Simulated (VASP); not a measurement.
## Ir: relaxation of shape and atoms at fixed volume with r2SCAN

Crystal: Ir.

```
Ir
1.0
     2.75624    0.00000    0.00000
    -1.37812    2.38697    0.00000
     0.00000    0.00000    4.46580
Ir
2
Cartesian
  1.3781 0.7957 3.3494
  0.0000 1.5913 1.1165
```

This cell differs from its parent crystal: volume scaled by 1.03.

| Property | Result |
| --- | --- |
| Program | VASP 6.6.1 |
| Task | relaxation of shape and atoms at fixed volume |
| Functional | r2SCAN |
| Potentials or basis | VASP PAW PBE potentials, release 64 (Ir) |
| Cutoff | 600 eV |
| k mesh | 18 × 18 × 10 |
| Occupations | gaussian, width 0.1 eV |
| Spin | no spin polarisation |
| Dipole correction | no |
| Further INCAR settings | ALGO = Normal; EDIFF = 1e-06; IBRION = 2; EDIFFG = -0.01; NSW = 50; ISIF = 4 |

```
Pressure after relaxing : -8.1 GPa
Band gap on the k mesh  : zero (band 9 reaches 10.59 eV, above the bottom of band 10 at 7.34 eV)
```

Stress tensor (GPa, compression positive):
```
-8.07  0.00  0.00
 0.00 -8.07  0.00
 0.00  0.00 -8.19
```

Final structure:
```
CELL_PARAMETERS angstrom
2.75624 0.00000 0.00000
-1.37812 2.38697 0.00000
0.00000 0.00000 4.46580
ATOMIC_POSITIONS crystal
Ir 0.66667 0.33333 0.75000
Ir 0.33333 0.66667 0.25000
```

Levels at points of the mesh, in eV from the Fermi level:
| k point | band 7 | band 8 | band 9 | band 10 | band 11 | band 12 |
| --- | --- | --- | --- | --- | --- | --- |
| (0.00, 0.00, 0.00) | -3.14 | -2.38 | -2.38 | -0.69 | 0.25 | 0.25 |
| (0.50, 0.00, 0.00) | -2.95 | 0.67 | 0.92 | 1.08 | 2.94 | 4.42 |
| (0.00, 0.00, 0.50) | -3.91 | -3.91 | -0.49 | -0.49 | -0.49 | -0.49 |
| (0.50, 0.00, 0.50) | -0.92 | -0.92 | 0.91 | 0.91 | 2.04 | 2.04 |

Wall time 6.1 min on 1 thread of Intel(R) Xeon(R) Platinum 8259CL CPU @ 2.50GHz (Skylake/Cascade Lake) (shared host), peak memory 0.24 GiB.

Caveat: the relaxation stopped at its first step, so nothing moved; the PAW data sets were made with another functional, which shifts forces and pressure a little; spin-orbit coupling is left out, which moves the levels of the heavy elements.
